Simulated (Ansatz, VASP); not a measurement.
# KI: VASP beside Ansatz

INCAR

```
SYSTEM = KI
  PREC = Accurate
  ENCUT = 520
  EDIFF = 1E-6
  ISMEAR = 0
  SIGMA = 0.05
  LREAL = .False.
  LASPH = .True.
  NELM = 80
  ALGO = Normal
  ISIF = 2
  LWAVE = .False.
  LCHARG = .True.
  GGA = PE
  LELF = .True.
  LVHAR = .True.
  NBANDS = 15
```

KPOINTS

```
regular mesh
0
Gamma
  6 6 6
  0 0 0
```

File POSCAR:

```
KI
1.0
    0.0088113750      3.5245500000      3.5245500000
    3.5333613750      0.0000000000      3.5333613750
    3.5245500000      3.5245500000      0.0088113750
K I
1 1
Direct
    0.0000000000      0.0000000000      0.0000000000
    0.5000000000      0.5000000000      0.5000000000
```

Input for Ansatz:

```yaml
crystal:
  lattice:
    - [0.008811375, 3.52455, 3.52455]
    - [3.533361375, 0.0, 3.533361375]
    - [3.52455, 3.52455, 0.008811375]
  atoms:
    - { symbol: K, position: [0.0, 0.0, 0.0] }
    - { symbol: I, position: [0.5, 0.5, 0.5] }
basis:
  ecutwfc: 420
kpoints:
  mp_grid: { grid: [6, 6, 6] }
hamiltonian:
  xc: pbe
scf:
  occupations: { method: gaussian, width: 0.05 }
output:
  forces: true
  stress: true
  eigenvalues: true
```

Change from the starting cell: strain +0.0050 x Voigt [0, 0, 0, 0, 1, 0], atoms carried along.

Alike in both runs: task single point; functional PBE; k mesh 6 × 6 × 6; occupations gaussian, width 0.05 eV; no spin polarisation.

|  | VASP | Ansatz |
| --- | --- | --- |
| version | VASP 6.6.1 | Ansatz 0.2.0 |
| potentials or method | VASP PAW PBE potentials, release 64 (K_sv, I), cutoff 520 eV | scalar-relativistic, plane waves, PAW |
| valence electrons in the cell | 16 | 26 |

|  | VASP | Ansatz | Ansatz less VASP |
| --- | --- | --- | --- |
| gap on the k mesh at the Fermi level (eV) | 3.97 | 3.98 | +0.004 |
| least direct gap on the mesh (eV) | 3.97 | 3.98 | +0.004 |
| pressure (GPa) | 0.7 | 0.7 | -0.04 |

The functional is the same, so the differences come from potentials, cutoffs and numerics. VASP's potentials hold 16 valence electrons a cell and Ansatz's 26, so a difference there can come from the potentials and not from the codes.

Neither program's run includes spin-orbit coupling.
